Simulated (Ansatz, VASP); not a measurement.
# Sr: VASP beside Ansatz

File INCAR:

```
SYSTEM = Sr
ALGO     = Normal         ! electronic algorithm
EDIFF    = 1E-6           ! SCF threshold, eV
ENCUT    = 520            ! plane-wave cutoff, eV
ISIF     = 2              ! what is computed and relaxed
ISMEAR   = -1             ! smearing method
LASPH    = .TRUE.         ! aspherical terms in the spheres
LCHARG   = .FALSE.        ! write CHGCAR
LREAL    = .FALSE.        ! projectors in reciprocal space
LWAVE    = .FALSE.        ! write WAVECAR
NBANDS   = 17             ! bands
NELM     = 100            ! most SCF steps
PREC     = Accurate       ! precision mode
SIGMA    = 0.08           ! smearing width, eV
```

KPOINTS

```
k-points
0
G
  11 11 11
  0 0 0
```

The input POSCAR:

```
Sr
1.0
    0.0000000000      4.8724080104      4.8724080104
    4.8724080104      0.0000000000      4.8724080104
    4.8724080104      4.8724080104      0.0000000000
Sr
2
Direct
    0.0000000000      0.0000000000      0.0000000000
    0.2500000000      0.2500000000      0.2500000000
```

Input for Ansatz:

```yaml
crystal:
  lattice:
    - [0.0, 4.8724080104, 4.8724080104]
    - [4.8724080104, 0.0, 4.8724080104]
    - [4.8724080104, 4.8724080104, 0.0]
  atoms:
    - { symbol: Sr, position: [0.0, 0.0, 0.0] }
    - { symbol: Sr, position: [0.25, 0.25, 0.25] }
kpoints:
  mp_grid: { grid: [11, 11, 11] }
scf:
  occupations: { method: fermi_dirac, width: 0.08 }
hamiltonian:
  xc: lda
  pseudopotentials: { kind: all_electron, lapw: { basis_error: 0.00025 } }
output:
  forces: true
  stress: true
  eigenvalues: true
```

Change from the starting cell: functional lda, volume scaled by 1.04.

Alike in both runs: task single point; functional LDA; k mesh 11 × 11 × 11; occupations fermi-dirac, width 0.08 eV; no spin polarisation.

|  | VASP | Ansatz |
| --- | --- | --- |
| version | VASP 6.6.1 | Ansatz 0.2.0 |
| potentials or method | VASP PAW LDA potentials, release 64 (Sr_sv), cutoff 520 eV | all-electron LAPW, scalar-relativistic |

|  | VASP | Ansatz | Ansatz less VASP |
| --- | --- | --- | --- |
| pressure (GPa) | -0.4 | -0.4 | +0.01 |

LDA's correlation is that of Perdew and Zunger in VASP and of Perdew and Wang (1992) in Ansatz. Ansatz ran all-electron here, and VASP with PAW potentials.
